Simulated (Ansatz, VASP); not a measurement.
**One calculation of SnO3, two programs**

```
Sn O
1.0
     4.25426    0.00000    0.01220
     0.00000    3.16597    0.00000
    -0.94951    0.00000    7.76642
Sn O
2 6
Direct
  0.28283 0.25000 0.64983
  0.71717 0.75000 0.35017
  0.50537 0.75000 0.80886
  0.12912 0.75000 0.80815
  0.24225 0.75000 0.46357
  0.49463 0.25000 0.19114
  0.87088 0.25000 0.19185
  0.75775 0.25000 0.53643
```

Alike in both runs: functional PBE; k mesh 6 × 8 × 4; occupations gaussian, width 0.02 eV; no spin polarisation.

Ansatz relaxed the structure, and its values are those at the end. VASP's run is a single point on that final structure, the one shown.

```csv
,VASP,Ansatz
version,VASP 6.6.1,Ansatz 0.2.0
potentials or method,"VASP PAW PBE potentials, release 64 (Sn_d, O), cutoff 520 eV","scalar-relativistic, plane waves, PAW"
valence electrons in the cell,64,64
```

|  | VASP | Ansatz | Ansatz less VASP |
| --- | --- | --- | --- |
| gap on the k mesh at the Fermi level (eV) | 0.95 | 0.98 | +0.026 |
| least direct gap on the mesh (eV) | 1.15 | 1.17 | +0.025 |
| pressure (GPa) | 0.6 | 0.0 | -0.61 |
| rms of the force components (eV/Å) | 0.063 | 0.000 | -0.0626 |

With one functional, cell and mesh, what is left measures potentials, basis and numerics.
